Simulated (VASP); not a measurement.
# Zn3H: relaxation of cell and atoms with PBE

Crystal: Zn3H.

```
Zn H
1.0
     0.00000    2.99099    2.99099
     2.99099    0.00000    2.99099
     2.99099    2.99099    0.00000
Zn H
3 1
Cartesian
  2.9910 2.9910 2.9910
  1.4955 1.4955 1.4955
  4.4865 4.4865 4.4865
  0.0000 0.0000 0.0000
```

The cell was generated, and may not be a known phase.

| Item | Value |
| --- | --- |
| Program | VASP 6.6.1 |
| Task | relaxation of cell and atoms |
| Functional | PBE |
| Potentials or basis | VASP PAW PBE potentials, release 64 (Zn, H) |
| Cutoff | 600 eV |
| k mesh | 14 × 14 × 14 |
| Occupations | gaussian, width 0.1 eV |
| Spin | no spin polarisation |
| Dipole correction | no |
| Further INCAR settings | ALGO = Normal; EDIFF = 1e-06; IBRION = 2; EDIFFG = -0.01; NSW = 100; ISIF = 3 |

```
Relaxed volume                        : 13.51 Å³/atom
Relaxed cell                          : a = 4.243 Å, b = 4.243 Å, c = 4.243 Å, α = 60.00°, β = 60.00°, γ = 60.00°
Space group after relaxing (to 0.1 Å) : Fm-3m (No. 225)
Energy gained by relaxing             : 0.2 meV/atom
Ionic steps                           : 2
Pressure after relaxing               : 0.0 GPa
Band gap on the k mesh                : zero (an odd number of electrons rules out a gap without spin polarisation)
```

Step by step:
```csv
step,energy change (eV),largest force (eV/Å),pressure (GPa),volume (Å³)
1,0.0000,0.0000,0.79,53.51
2,-0.0008,0.0000,-0.03,54.03
```

Final structure:
```yaml
crystal:
  lattice:
    - [0.00000, 3.00051, 3.00051]
    - [3.00051, 0.00000, 3.00051]
    - [3.00051, 3.00051, 0.00000]
  atoms:
    - { symbol: Zn, position: [0.50000, 0.50000, 0.50000] }
    - { symbol: Zn, position: [0.25000, 0.25000, 0.25000] }
    - { symbol: Zn, position: [0.75000, 0.75000, 0.75000] }
    - { symbol: H, position: [0.00000, 0.00000, 0.00000] }
```

Levels at points of the mesh, in eV from the Fermi level:
```
           k point  band 15  band 16  band 17  band 18  band 19  band 20  band 21  band 22
(0.00, 0.00, 0.00)    -6.77    -6.77     0.27     3.36     3.36     3.36     3.76     4.20
(0.50, 0.00, 0.00)    -6.77    -6.18    -5.66     0.42     1.88     1.88     2.92     3.78
(0.50, 0.50, 0.00)    -6.72    -5.32    -4.69    -1.13    -1.13    -1.02     0.01     9.03
```

Wall time 8.5 min on 1 thread of Intel Xeon 8259CL, with other jobs on the host, peak memory 0.3 GiB.
